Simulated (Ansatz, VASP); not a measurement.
## AlN in VASP and in Ansatz

File INCAR:

```
SYSTEM = AlN
ALGO     = Normal         ! electronic algorithm
EDIFF    = 1E-6           ! SCF threshold, eV
ENCUT    = 600            ! plane-wave cutoff, eV
GGA      = RE             ! functional
GGA_COMPAT= .FALSE.      
ISIF     = 2              ! what is computed and relaxed
ISMEAR   = 0              ! smearing method
LASPH    = .TRUE.         ! aspherical terms in the spheres
LCHARG   = .TRUE.         ! write CHGCAR
LELF     = .TRUE.         ! ELF
LREAL    = .FALSE.        ! projectors in reciprocal space
LVHAR    = .TRUE.       
LWAVE    = .FALSE.        ! write WAVECAR
NBANDS   = 11             ! bands
NELM     = 120            ! most SCF steps
PREC     = Accurate       ! precision mode
SIGMA    = 0.01           ! smearing width, eV
```

Contents of KPOINTS:

```
k-points
0
G
  8 8 8
  0 0 0
```

Contents of POSCAR:

```
AlN
1.0
    0.0000000000      1.9690000000      1.9690000000
    1.9690000000      0.0000000000      1.9690000000
    1.9690000000      1.9690000000      0.0000000000
Al N
1 1
Direct
    0.0000000000      0.0000000000      0.0000000000
    0.5000000000      0.5000000000      0.5000000000
```

Input for Ansatz:

```yaml
crystal:
  lattice:
    bravais: fcc
    a: 3.938
  space_group: 225
  atoms:
    - { symbol: Al, position: [0.0, 0.0, 0.0] }
    - { symbol: "N", position: [0.5, 0.0, 0.0] }
  reduce_to_primitive: true
basis:
  ecutwfc: 421.77648681281397
kpoints:
  mp_grid:
    grid: [8, 8, 8]
hamiltonian:
  xc: revpbe
  pseudopotentials:
    kind: paw
scf:
  occupations:
    method: fixed
output:
  eigenvalues: true
```

Alike in both runs: task single point; functional revPBE; k mesh 8 × 8 × 8; no spin polarisation.

```csv
,VASP,Ansatz
version,VASP 6.6.1,Ansatz 0.2.0
potentials or method,"VASP PAW PBE potentials, release 64 (Al, N), cutoff 600 eV","plane waves, PAW"
occupations,"gaussian, width 0.01 eV",fixed
valence electrons in the cell,8,8
```

```csv
,VASP,Ansatz,Ansatz less VASP
gap on the k mesh at the Fermi level (eV),5.15,5.16,+0.004
```

VASP's potentials were made for PBE, not for revPBE.
